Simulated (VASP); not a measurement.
# I (Fm-3m) in VASP: notebook

I is run at these levels: PBEsol; tasks: single point.

Everything below comes from runs of VASP 6.6.1. Logs are shortened: lines on timing, memory, paths and dates and some standing lists are left out, and cuts for length are marked.

## 1. The cell of the first run

It takes space group Fm-3m (No. 225, cubic). The conventional cell has a = 3.706 Å, b = 3.706 Å, c = 3.706 Å, α = 90.00°, β = 90.00°, γ = 90.00°. I (site symmetry m-3m) has 12 I at 2.62 Å within 3.5 Å.

## 2. Single point, PBEsol (volume scaled by 0.4)

INCAR

```
ALGO = Normal ; EDIFF = 1E-7
ENCUT = 520 ; GGA = PS
ISIF = 2 ; ISMEAR = -1
LASPH = True ; LCHARG = False
LREAL = False ; LWAVE = False
NBANDS = 10 ; NELM = 80
PREC = Accurate ; SIGMA = 0.05
```

KPOINTS

```
k-points
0
Gamma
  14 14 14
```

POSCAR

```
I
1.0
    0.0000000000      1.8529978911      1.8529978911
    1.8529978911      0.0000000000      1.8529978911
    1.8529978911      1.8529978911      0.0000000000
I
1
Direct
    0.0000000000      0.0000000000      0.0000000000
```

Potentials or basis: VASP PAW PBE potentials, release 64 (I).

Run with:

```sh
$ cat potpaw_PBE.64/I/POTCAR > POTCAR
$ mpirun -np 1 vasp_std > vasp.out
```

OUTCAR:

```text
EDIFF = 1E-7
   ENCUT = 520
   GGA = PS
   ISIF = 2
   ISMEAR = -1
   LASPH = True
   LREAL = False
   NELM = 80
   PREC = Accurate

 ion  position               nearest neighbor table
   1  0.000  0.000  0.000-

  LATTYP: Found a face centered cubic cell.
 ALAT       =     3.7059957822

  Lattice vectors:

 A1 = (   0.0000000000,   1.8529978911,   1.8529978911)
 A2 = (   1.8529978911,   0.0000000000,   1.8529978911)
 A3 = (   1.8529978911,   1.8529978911,   0.0000000000)

Analysis of symmetry for initial positions (statically):
=====================================================================
 Subroutine PRICEL returns:
 Original cell was already a primitive cell.

 Routine SETGRP: Setting up the symmetry group for a
 face centered cubic supercell.

 Subroutine GETGRP returns: Found 48 space group operations
[... 9 lines left out ...]

 Routine SETGRP: Setting up the symmetry group for a
 face centered cubic supercell.

 Subroutine GETGRP returns: Found 48 space group operations
[... 11 lines left out ...]
                                     Primitive cell

  volume of cell :      12.7249

  direct lattice vectors                    reciprocal lattice vectors
     0.000000000  1.852997891  1.852997891    -0.269833011  0.269833011  0.269833011
     1.852997891  0.000000000  1.852997891     0.269833011 -0.269833011  0.269833011
     1.852997891  1.852997891  0.000000000     0.269833011  0.269833011 -0.269833011

  length of vectors
     2.620534749  2.620534749  2.620534749     0.467364484  0.467364484  0.467364484

  position of ions in fractional coordinates (direct lattice)
     0.000000000  0.000000000  0.000000000

  ion indices of the primitive-cell ions
   primitive index   ion index
                 1           1

----------------------------------------------------------------------------------------

 KPOINTS: k-points

Automatic generation of k-mesh.
 Grid dimensions read from file:
 generate k-points for:   14   14   14

 Generating k-lattice:

  Cartesian coordinates                     Fractional coordinates (reciprocal lattice)
    -0.019273786  0.019273786  0.019273786     0.071428571  0.000000000  0.000000000
     0.019273786 -0.019273786  0.019273786     0.000000000  0.071428571  0.000000000
     0.019273786  0.019273786 -0.019273786     0.000000000  0.000000000  0.071428571

  Length of vectors
     0.033383177  0.033383177  0.033383177

  Shift w.r.t. Gamma in fractional coordinates (k-lattice)
     0.000000000  0.000000000  0.000000000

 Subroutine IBZKPT returns following result:
 ===========================================

 Found    104 irreducible k-points:

 Following reciprocal coordinates:
            Coordinates               Weight
  0.000000  0.000000  0.000000      1.000000
  0.071429  0.000000  0.000000      8.000000
  0.142857  0.000000  0.000000      8.000000
  0.214286  0.000000  0.000000      8.000000
  0.285714  0.000000  0.000000      8.000000
  0.357143  0.000000  0.000000      8.000000
[... 16 lines left out ...]
  0.214286  0.142857  0.000000     24.000000
  0.285714  0.142857  0.000000     24.000000
 [... further k-points ...]
   k-points           NKPTS =    104   k-points in BZ     NKDIM =    104   number of bands    NBANDS=     10
   number of dos      NEDOS =    301   number of ions     NIONS =      1
   total plane-waves  NPLWV =   8000
   dimension x,y,z NGX =    20 NGY =   20 NGZ =   20
   dimension x,y,z NGXF=    40 NGYF=   40 NGZF=   40
   ions per type =               1
   NGX,Y,Z   is equivalent  to a cutoff of  12.69, 12.69, 12.69 a.u.
   NGXF,Y,Z  is equivalent  to a cutoff of  25.38, 25.38, 25.38 a.u.
 SYSTEM =  unknown system
   PREC   = accura    normal or accurate (medium, high low for compatibility)
   ISTART =      0    job   : 0-new  1-cont  2-samecut
   ICHARG =      2    charge: 1-file 2-atom 10-const
   ISPIN  =      1    spin polarized calculation?
   LNONCOLLINEAR =      F non collinear calculations
   LSORBIT =      F    spin-orbit coupling
   LASPH  =      T    aspherical Exc in radial PAW
   ENCUT  =  520.0 eV  38.22 Ry    6.18 a.u.   4.87  4.87  4.87*2*pi/ulx,y,z
   NELM   =     80;   NELMIN=  2; NELMDL= -5     # of ELM steps
   EDIFF  = 0.1E-06   stopping-criterion for ELM
   LREAL  =      F    real-space projection
   EDIFFG = 0.1E-05   stopping-criterion for IOM
   NSW    =      0    number of steps for IOM
   IBRION =     -1    ionic relax: 0-MD 1-quasi-New 2-CG
   NFREE  =      0    steps in history (QN), initial steepest desc. (CG)
   ISIF   =      2    stress and relaxation
   ISYM   =      2    0-nonsym 1-usesym 2-fastsym
   POTIM  = 0.5000    time-step for ionic-motion
   TEBEG  =    0.0;   TEEND  =   0.0 temperature during run
   PSTRESS=    0.0 pullay stress
   NELECT =       7.0000    total number of electrons
   NUPDOWN=      -1.0000    fix difference up-down
   EMIN   =  10.00;   EMAX   =-10.00  energy-range for DOS
   EFERMI =   0.00;   METHOD = LEGACY
   ISMEAR =    -1;   SIGMA  =   0.05  broadening in eV -4-tet -1-fermi 0-gaus
   EFERMI_NEDOS =   21; number of points for ismear=-14 and -15
   IALGO  =     38    algorithm
   IMIX   =      4    mixing-type and parameters
     AMIX     =   0.40;   BMIX     =  1.00
     AMIX_MAG =   1.60;   BMIX_MAG =  1.00
  volume/ion in A,a.u.               =      12.72        85.87
  Fermi-wavevector in a.u.,A,eV,Ry     =   1.341393  2.534865 24.481428  1.799334
  Thomas-Fermi vector in A             =   2.469630
   LORBIT       =      0    0 simple, 1 ext, 2 COOP (PROOUT), +10 PAW based schemes
   GGA     = PS    functional components
   LHFCALC =     F    Hartree Fock is set to
   AEXX    =    0.0000 exact exchange contribution
   IVDW    =     0    specifies the selected vdW correction
   LEPSILON=     F    determine dielectric tensor
   LRPA    =     F    only Hartree local field effects (RPA)
 non-spin polarized calculation
  energy-cutoff  :      520.00
  volume of cell :       12.72
 maximum number of plane-waves:       351
   NGX =  9   NGY =  9   NGZ =  9

 number of electron       6.9999999 magnetization

 Free energy of the ion-electron system (eV)
  ---------------------------------------------------
  ext. energy  EPLUGINS =         0.00000000
  ---------------------------------------------------
  free energy    TOTEN  =         5.93184707 eV

  energy without entropy =        5.93558684  energy(sigma->0) =        5.93371696

 E-fermi :  24.9773     XC(G=0): -14.1917

 val. band max:       24.9639438677   @ k =  -0.3571   0.2143   0.0000
 cond. band min:      25.0155400152   @ k =  -0.3571   0.0714   0.0000
 fundamental gap:      0.0515961475
 Fermi energy:        24.9772615237

 k-point     1 :       0.0000    0.0000    0.0000
  band No.  band energies     occupation
      1      -1.3280      2.00000
      2      30.7390      0.00000
      3      30.7390      0.00000
      4      30.7390      0.00000
      5      31.3436      0.00000
      6      34.5266      0.00000
      7      34.5266      0.00000
      8      34.5266      0.00000
      9      40.9374      0.00000
     10      40.9374      0.00000

 k-point     2 :       0.0714    0.0000    0.0000
  band No.  band energies     occupation
      1      -1.1462      2.00000
      2      28.3415      0.00000
      3      30.3354      0.00000
      4      30.3354      0.00000
      5      31.2395      0.00000
      6      35.1297      0.00000
      7      35.1297      0.00000
      8      36.6067      0.00000
      9      39.5485      0.00000
     10      39.5488      0.00000

 k-point     3 :       0.1429    0.0000    0.0000
  band No.  band energies     occupation
      1      -0.6004      2.00000
      2      24.5492      1.99962
      3      29.5307      0.00000
      4      29.5307      0.00000
      5      31.2856      0.00000
      6      36.5056      0.00000
      7      36.5056      0.00000
      8      37.7029      0.00000
      9      37.7029      0.00000
     10      37.8790      0.00000

 k-point     4 :       0.2143    0.0000    0.0000
  band No.  band energies     occupation
      1       0.3109      2.00000
      2      20.7286      2.00000
      3      28.7113      0.00000
      4      28.7113      0.00000
      5      31.3168      0.00000
      6      35.9818      0.00000
      7      35.9818      0.00000
      8      36.8311      0.00000
      9      38.3736      0.00000
     10      38.3736      0.00000

 k-point     5 :       0.2857    0.0000    0.0000
  band No.  band energies     occupation
      1       1.5876      2.00000
      2      17.0823      2.00000
      3      28.0029      0.00000
      4      28.0029      0.00000
      5      31.2745      0.00000
      6      34.6583      0.00000
      7      34.6583      0.00000
      8      35.8592      0.00000
      9      40.4183      0.00000
     10      40.4183      0.00000

 k-point     6 :       0.3571    0.0000    0.0000
  band No.  band energies     occupation
      1       3.2237      2.00000
      2      13.7045      2.00000
      3      27.4574      0.00000
      4      27.4574      0.00000
      5      31.1541      0.00000
      6      33.6952      0.00000
      7      33.6952      0.00000
      8      35.2163      0.00000
      9      42.6427      0.00000
     10      42.6427      0.00000
[... 183 lines left out ...]
 k-point    21 :      -0.0714    0.0714    0.0000
  band No.  band energies     occupation
      1      -0.8431      2.00000
      2      27.2018      0.00000
      3      27.2122      0.00000
      4      31.1208      0.00000
      5      31.6856      0.00000
      6      34.7332      0.00000
      7      36.4302      0.00000
      8      37.5049      0.00000
      9      38.0628      0.00000
     10      38.5947      0.00000

 k-point    22 :       0.1429    0.1429    0.0000
  band No.  band energies     occupation
      1      -0.3581      2.00000
      2      26.7470      0.00000
      3      26.7470      0.00000
      4      28.5800      0.00000
      5      28.8364      0.00000
      6      32.9392      0.00000
      7      38.5885      0.00000
      8      39.1676      0.00000
      9      39.1676      0.00000
     10      42.0922      0.00000

 k-point    23 :       0.2143    0.1429    0.0000
  band No.  band energies     occupation
      1       0.3096      2.00000
      2      23.6715      2.00000
      3      25.6957      0.00000
      4      27.7895      0.00000
      5      29.5313      0.00000
      6      31.4355      0.00000
      7      38.6411      0.00000
      8      40.5483      0.00000
      9      41.0532      0.00000
     10      41.3303      0.00000

 k-point    24 :       0.2857    0.1429    0.0000
  band No.  band energies     occupation
      1       1.3427      2.00000
      2      19.9962      2.00000
      3      24.9456      1.30619
      4      26.6948      0.00000
      5      29.1213      0.00000
      6      32.6861      0.00000
      7      38.4261      0.00000
      8      39.1411      0.00000
      9      40.4854      0.00000
     10      42.6906      0.00000

 [... further k-points ...]
[... 5 lines left out ...]
  --------------------------------------------------------------------------------------
  -------------------------------------------------------------------------------------
  Total       23.2175232     23.2175232     23.2175232      0.0000000      0.0000000     -0.0000000
  in kB     2923.2886419   2923.2886419   2923.2886419      0.0000000      0.0000000     -0.0000000
  external PRESSURE =    2923.2886419 kB  Pullay stress =       0.0000000 kB

 VOLUME and BASIS-vectors are now :
 -----------------------------------------------------------------------------
  energy-cutoff  :      520.00
  volume of cell :       12.72
      direct lattice vectors                 reciprocal lattice vectors
     0.000000000  1.852997891  1.852997891    -0.269833011  0.269833011  0.269833011
     1.852997891  0.000000000  1.852997891     0.269833011 -0.269833011  0.269833011
     1.852997891  1.852997891  0.000000000     0.269833011  0.269833011 -0.269833011

 POSITION                                       TOTAL-FORCE (eV/Angst)
 -----------------------------------------------------------------------------------
      0.00000      0.00000      0.00000         0.000000      0.000000     -0.000000
 -----------------------------------------------------------------------------------
    total drift:                                0.000000      0.000000     -0.000000

  FREE ENERGIE OF THE ION-ELECTRON SYSTEM (eV)
  ---------------------------------------------------
  free  energy   TOTEN  =         5.9318470721 eV

  energy  without entropy=        5.9355868422  energy(sigma->0) =        5.93371696
```

Wall time 4.9 s (1 thread of Intel Xeon 6975P-C (Granite Rapids), shared host); peak memory 0.13 GiB.

What came out:

```yaml
Free_energy: 5.9318 eV
Pressure: 292.3 GPa
```

Caveat: the PAW data sets were made with another functional, which shifts forces and pressure a little; spin-orbit coupling is left out, which moves the levels of the heavy elements; an odd number of electrons without spin polarisation forces a metal; a magnetic or distorted state may lie lower.

## 3. Single point, PBEsol (volume scaled by 0.4)

INCAR

```
SYSTEM = I
PREC = Accurate
ENCUT = 520
EDIFF = 1E-6
ISMEAR = -1
SIGMA = 0.05
LREAL = .FALSE.
LASPH = .TRUE.
NELM = 100
ALGO = Normal
ISIF = 2
LWAVE = .FALSE.
LCHARG = .FALSE.
GGA = PS
NBANDS = 10
```

KPOINTS

```
regular mesh
0
G
  14 14 14
  0 0 0
```

POSCAR is that of step 2.

Potentials or basis: VASP PAW PBE potentials, release 64 (I).

Run with:

```sh
$ cat potpaw_PBE.64/I/POTCAR > POTCAR
$ mpirun -np 1 vasp_std > vasp.out
```

Wall time 4.8 s (1 thread of Intel Xeon 6975P-C (Granite Rapids), shared host); peak memory 0.13 GiB.

Results (log left out):

```
Free energy : 5.9318 eV
Pressure    : 292.3 GPa
```

Levels at points of the mesh, in eV from the Fermi level:
```
           k point  band 2  band 3  band 4  band 5  band 6  band 7
(0.00, 0.00, 0.00)    5.76    5.76    5.76    6.37    9.55    9.55
(0.50, 0.00, 0.00)  -16.27    2.02    2.02    5.99    7.95    7.95
(0.50, 0.50, 0.00)  -14.31   -4.84   -4.84    0.31    1.47   20.34
```

Caveat: the PAW data sets were made with another functional, which shifts forces and pressure a little; spin-orbit coupling is left out, which moves the levels of the heavy elements; an odd number of electrons without spin polarisation forces a metal; a magnetic or distorted state may lie lower.
